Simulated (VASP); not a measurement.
# K (Im-3m) in VASP: a series of runs, part 2 of 2

VASP 6.6.1. The steps go on from the part before.

## (4) Single point, PBE (79.64 Å³/atom)

This run uses another cell than the first one, of 79.64 Å³/atom.

Input file INCAR:

```
PREC = Accurate
ENCUT = 520
EDIFF = 1E-6
ISMEAR = -1
SIGMA = 0.1
LREAL = F
LASPH = T
NELM = 60
ALGO = Normal
ISIF = 2
LWAVE = F
LCHARG = T
GGA = PE
LELF = T
LVHAR = T
NBANDS = 10
```

Input file KPOINTS:

```
Automatic mesh
0
Gamma
  14 14 14
```

Input file POSCAR:

```
K
1.0
   -2.7103606663      2.7103606663      2.7103606663
    2.7103606663     -2.7103606663      2.7103606663
    2.7103606663      2.7103606663     -2.7103606663
K
1
Direct
    0.0000000000      0.0000000000      0.0000000000
```

Potentials or basis: VASP PAW PBE potentials, release 64 (K_sv).

Command:

```bash
$ cat potpaw_PBE.64/K_sv/POTCAR > POTCAR
$ mpirun -np 1 vasp_std > vasp.out
```

OUTCAR:

```text
PREC = Accurate
   ENCUT = 520
   EDIFF = 1E-6
   ISMEAR = -1
   LREAL = F
   LASPH = T
   NELM = 60
   ISIF = 2
   GGA = PE

 ion  position               nearest neighbor table
   1  0.000  0.000  0.000-

  LATTYP: Found a body centered cubic cell.
 ALAT       =     5.4207213326

  Lattice vectors:

 A1 = (  -2.7103606663,   2.7103606663,   2.7103606663)
 A2 = (   2.7103606663,  -2.7103606663,   2.7103606663)
 A3 = (   2.7103606663,   2.7103606663,  -2.7103606663)

Analysis of symmetry for initial positions (statically):
=====================================================================
 Subroutine PRICEL returns:
 Original cell was already a primitive cell.

 Routine SETGRP: Setting up the symmetry group for a
 body centered cubic supercell.

 Subroutine GETGRP returns: Found 48 space group operations
 (whereof 48 operations were pure point group operations)
 out of a pool of 48 trial point group operations.

The static configuration has the point symmetry O_h .

Analysis of symmetry for dynamics (positions and initial velocities):
=====================================================================
 Subroutine PRICEL returns:
 Original cell was already a primitive cell.

 Routine SETGRP: Setting up the symmetry group for a
 body centered cubic supercell.

 Subroutine GETGRP returns: Found 48 space group operations
 (whereof 48 operations were pure point group operations)
 out of a pool of 48 trial point group operations.

The dynamic configuration has the point symmetry O_h .

 Subroutine INISYM returns: Found 48 space group operations
 (whereof 48 operations are pure point group operations),
 and found     1 'primitive' translations

----------------------------------------------------------------------------------------

                                     Primitive cell

[... 109 lines left out ...]
  volume/ion in A,a.u.               =      79.64       537.45
  Fermi-wavevector in a.u.,A,eV,Ry     =   0.791484  1.495687  8.523319  0.626446
  Thomas-Fermi vector in A             =   1.897033
   LORBIT       =      0    0 simple, 1 ext, 2 COOP (PROOUT), +10 PAW based schemes
   GGA     = PE    functional components
   LHFCALC =     F    Hartree Fock is set to
   AEXX    =    0.0000 exact exchange contribution
   IVDW    =     0    specifies the selected vdW correction
   LEPSILON=     F    determine dielectric tensor
   LRPA    =     F    only Hartree local field effects (RPA)
 non-spin polarized calculation
  energy-cutoff  :      520.00
  volume of cell :       79.64
 maximum number of plane-waves:      2214
   NGX = 17   NGY = 17   NGZ = 17

 number of electron       8.9999998 magnetization

 Free energy of the ion-electron system (eV)
  ---------------------------------------------------
  ext. energy  EPLUGINS =         0.00000000
  ---------------------------------------------------
  free energy    TOTEN  =        -1.05595322 eV

  energy without entropy =       -1.02947351  energy(sigma->0) =       -1.04271336

 E-fermi :  -0.2839     XC(G=0):  -5.4634

 val. band max:       -0.3066823976   @ k =   0.2857   0.2143  -0.0000
 cond. band min:      -0.2635702826   @ k =   0.3571   0.0714   0.0714
 fundamental gap:      0.0431121150
 Fermi energy:        -0.2838737887

 k-point     1 :       0.0000    0.0000    0.0000
  band No.  band energies     occupation
      1     -32.4701      2.00000
      2     -15.9242      2.00000
      3     -15.9242      2.00000
      4     -15.9242      2.00000
      5      -2.3322      2.00000
      6       3.9259      0.00000
      7       3.9259      0.00000
      8       3.9259      0.00000
      9       4.7881      0.00000
     10       4.7881      0.00000
[... 287 lines left out ...]
 k-point    24 :       0.3571    0.2857   -0.0000
  band No.  band energies     occupation
      1     -32.4670      2.00000
      2     -15.9628      2.00000
      3     -15.9551      2.00000
      4     -15.9305      2.00000
      5       0.7465      0.00007
      6       0.8264      0.00003
      7       1.4729      0.00000
      8       4.0157      0.00000
      9       4.8697      0.00000
     10       5.0162      0.00000

 [... further k-points ...]

------------------------ aborting loop because EDIFF is reached ----------------------------------------

  FORCE on cell =-STRESS in cart. coord.  units (eV):
  Direction    XX          YY          ZZ          XY          YZ          ZX
  --------------------------------------------------------------------------------------
  -------------------------------------------------------------------------------------
  Total       -0.1178186     -0.1178186     -0.1178186      0.0000000     -0.0000000      0.0000000
  in kB       -2.3701892     -2.3701892     -2.3701892      0.0000000     -0.0000000      0.0000000
  external PRESSURE =      -2.3701892 kB  Pullay stress =       0.0000000 kB

 VOLUME and BASIS-vectors are now :
 -----------------------------------------------------------------------------
  energy-cutoff  :      520.00
  volume of cell :       79.64
      direct lattice vectors                 reciprocal lattice vectors
    -2.710360666  2.710360666  2.710360666     0.000000000  0.184477293  0.184477293
     2.710360666 -2.710360666  2.710360666     0.184477293  0.000000000  0.184477293
     2.710360666  2.710360666 -2.710360666     0.184477293  0.184477293  0.000000000

 POSITION                                       TOTAL-FORCE (eV/Angst)
 -----------------------------------------------------------------------------------
      0.00000      0.00000      0.00000        -0.000000      0.000000      0.000000
 -----------------------------------------------------------------------------------
    total drift:                               -0.000000      0.000000      0.000000

  FREE ENERGIE OF THE ION-ELECTRON SYSTEM (eV)
  ---------------------------------------------------
  free  energy   TOTEN  =        -1.0559532183 eV

  energy  without entropy=       -1.0294735067  energy(sigma->0) =       -1.04271336
```

OSZICAR:

```text
N       E                     dE             d eps       ncg     rms          rms(c)
DAV:   1     0.454131055095E+02    0.45413E+02   -0.35086E+03  2080   0.676E+02
DAV:   2     0.580450268880E+00   -0.44833E+02   -0.44278E+02  2224   0.189E+02
DAV:   3    -0.101920765589E+01   -0.15997E+01   -0.15938E+01  3374   0.284E+01
DAV:   4    -0.105393305023E+01   -0.34725E-01   -0.34672E-01  2858   0.387E+00
DAV:   5    -0.105487632966E+01   -0.94328E-03   -0.94317E-03  3190   0.400E-01    0.180E+00
DAV:   6    -0.105532953322E+01   -0.45320E-03   -0.12375E-03  3160   0.222E-01    0.110E+00
DAV:   7    -0.105586983178E+01   -0.54030E-03   -0.25858E-03  3174   0.329E-01    0.514E-02
DAV:   8    -0.105594189446E+01   -0.72063E-04   -0.10395E-04  2564   0.119E-01    0.158E-02
DAV:   9    -0.105595385591E+01   -0.11961E-04   -0.16426E-05  3002   0.268E-02    0.547E-03
DAV:  10    -0.105595321826E+01    0.63765E-06   -0.14259E-06  2998   0.942E-03
   1 F= -.10559532E+01 E0= -.10427134E+01  d E =-.264797E-01
```

stdout:

```text
POSCAR found type information on POSCAR K
 POSCAR found :  1 types and       1 ions
 scaLAPACK will be used
 LDA part: xc-table for (Slater+PW92), standard interpolation
 POSCAR, INCAR and KPOINTS ok, starting setup
 FFT: planning ... GRIDC
 FFT: planning ... GRID_SOFT
 FFT: planning ... GRID
 WAVECAR not read
 entering main loop
```

Run time: 27 s. Hardware: 1 thread of Intel Xeon Platinum 8559C (Emerald Rapids), shared host; peak memory 0.24 GiB.

Results:

```
Free energy            : -1.0560 eV
Pressure               : -0.2 GPa
Band gap on the k mesh : zero (an odd number of electrons rules out a gap without spin polarisation)
```

## (5) Single point, PBE (82.59 Å³/atom)

This run uses another cell than the first one, of 82.59 Å³/atom.

Input file INCAR:

```
  PREC = Accurate
  ENCUT = 520
  EDIFF = 1E-7
  ISMEAR = -1
  SIGMA = 0.1
  LREAL = False
  LASPH = True
  NELM = 60
  ALGO = Normal
  ISIF = 2
  LWAVE = False
  LCHARG = False
  GGA = PE
  NBANDS = 10
```

KPOINTS is that of step 4.

Input file POSCAR:

```
K
1.0
   -2.7434171030      2.7434171030      2.7434171030
    2.7434171030     -2.7434171030      2.7434171030
    2.7434171030      2.7434171030     -2.7434171030
K
1
Direct
    0.0000000000      0.0000000000      0.0000000000
```

Command:

```bash
$ cat potpaw_PBE.64/K_sv/POTCAR > POTCAR
$ mpirun -np 1 vasp_std > vasp.out
```

It took 27 s on 1 thread of Intel Xeon Platinum 8559C (Emerald Rapids), shared host; peak memory 0.24 GiB.

It converged, with:

```
Free energy            : -1.0509 eV
Pressure               : -0.3 GPa
Band gap on the k mesh : zero (an odd number of electrons rules out a gap without spin polarisation)
```

Levels at points of the mesh, in eV from the Fermi level:
| k point | band 1 | band 2 | band 3 | band 4 | band 5 | band 6 | band 7 | band 8 | band 9 |
| --- | --- | --- | --- | --- | --- | --- | --- | --- | --- |
| (0.00, 0.00, 0.00) | -32.21 | -15.67 | -15.67 | -15.67 | -2.00 | 4.17 | 4.17 | 4.17 | 5.01 |
| (0.50, 0.00, 0.00) | -32.21 | -15.71 | -15.68 | -15.67 | 0.44 | 0.63 | 3.11 | 4.61 | 5.51 |
| (0.50, 0.50, 0.50) | -32.21 | -15.70 | -15.70 | -15.70 | 1.72 | 1.72 | 3.18 | 3.18 | 3.18 |

## (6) Single point, PBE

Input file INCAR:

```
PREC = Accurate ; ENCUT = 520
EDIFF = 1E-7 ; ISMEAR = -1
SIGMA = 0.6 ; LREAL = F
LASPH = T ; NELM = 60
ALGO = Normal ; ISIF = 2
LWAVE = F ; LCHARG = T
GGA = PE ; LELF = T
LVHAR = T ; NBANDS = 10
```

Input file KPOINTS:

```
Automatic mesh
0
Gamma
  9 9 9
```

Input file POSCAR:

```
K
1.0
   -2.6417142217      2.6417142217      2.6417142217
    2.6417142217     -2.6417142217      2.6417142217
    2.6417142217      2.6417142217     -2.6417142217
K
1
Direct
    0.0000000000      0.0000000000      0.0000000000
```

Potentials or basis: VASP PAW PBE potentials, release 64 (K_sv).

Command:

```bash
$ cat potpaw_PBE.64/K_sv/POTCAR > POTCAR
$ mpirun -np 1 vasp_std > vasp.out
```

Run time: 43 s. Hardware: 1 thread of AMD EPYC 7R13, shared host; peak memory 0.17 GiB.

It converged, with:

| Quantity | Value |
| --- | --- |
| Free energy | -1.4995 eV |
| Pressure | 0.3 GPa |
| Band gap on the k mesh | zero (an odd number of electrons rules out a gap without spin polarisation) |

Levels at points of the mesh, in eV from the Fermi level:
```tsv
k point	band 1	band 2	band 3	band 4	band 5	band 6	band 7	band 8	band 9
(0.00, 0.00, 0.00)	-31.87	-15.32	-15.32	-15.32	-1.91	4.54	4.54	4.54	5.44
```

Caveat: so wide a smearing shifts energies and pressures.

## (7) Summary

| cell | k mesh | smearing | gap on the mesh (eV) | pressure (GPa) |
| --- | --- | --- | --- | --- |
| a = 4.576 Å, angles 109.5°, 1 atom | 14 × 14 × 14 | fermi-dirac 0.1 eV | none | 0.0 |
| a = 4.636 Å, angles 109.5°, 1 atom | 14 × 14 × 14 | fermi-dirac 0.1 eV | none | -0.1 |
| a = 4.694 Å, angles 109.5°, 1 atom | 14 × 14 × 14 | fermi-dirac 0.1 eV | none | -0.2 |
| a = 4.752 Å, angles 109.5°, 1 atom | 14 × 14 × 14 | fermi-dirac 0.1 eV | none | -0.3 |
| a = 4.576 Å, angles 109.5°, 1 atom | 9 × 9 × 9 | fermi-dirac 0.6 eV | none | 0.3 |

Alike in all rows: task single point; level PBE; potentials or basis VASP PAW PBE potentials, release 64 (K_sv); no spin polarisation; cutoff (eV) 520.

Caveats: so wide a smearing shifts energies and pressures (at least some runs).

Absolute energies hang on the potentials; compare differences alone.
